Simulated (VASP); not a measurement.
MoS2:

```
Mo S
1.0
     1.61660    0.93334    6.23493
    -1.61660    0.93334    6.23493
     0.00000   -1.86668    6.23493
Mo S
1 2
Cartesian
  0.0000 0.0000 0.0000
  0.0000 0.0000 4.6762
  0.0000 0.0000 14.0286
```

This cell differs from its parent crystal: volume scaled by 1.06.

Base run:

| Property | Result |
| --- | --- |
| Program | VASP 6.6.1 |
| Functional | PBEsol |
| Potentials or basis | VASP PAW PBE potentials, release 64 (Mo_sv, S) |
| Cutoff | 520 eV |
| k mesh | 10 × 10 × 10 |
| Occupations | fermi-dirac, width 0.05 eV |
| Spin | no spin polarisation |

Its results: band gap on the k mesh zero (band 13 reaches 7.22 eV, above the bottom of band 14 at 6.57 eV); pressure -5.2 GPa; largest force 0.200 eV/Å.

Q: The run is repeated on the same cell with these changes: functional from PBEsol to LDA; potentials or basis from VASP PAW PBE potentials, release 64 (Mo_sv, S) to VASP PAW LDA potentials, release 64 (Mo_sv, S). What comes out?

A: Band gap on the k mesh zero (band 13 reaches 7.14 eV, above the bottom of band 14 at 6.50 eV); pressure -7.7 GPa; largest force 0.351 eV/Å.

Caveats: the PAW data sets were made with another functional, which shifts forces and pressure a little (some runs).
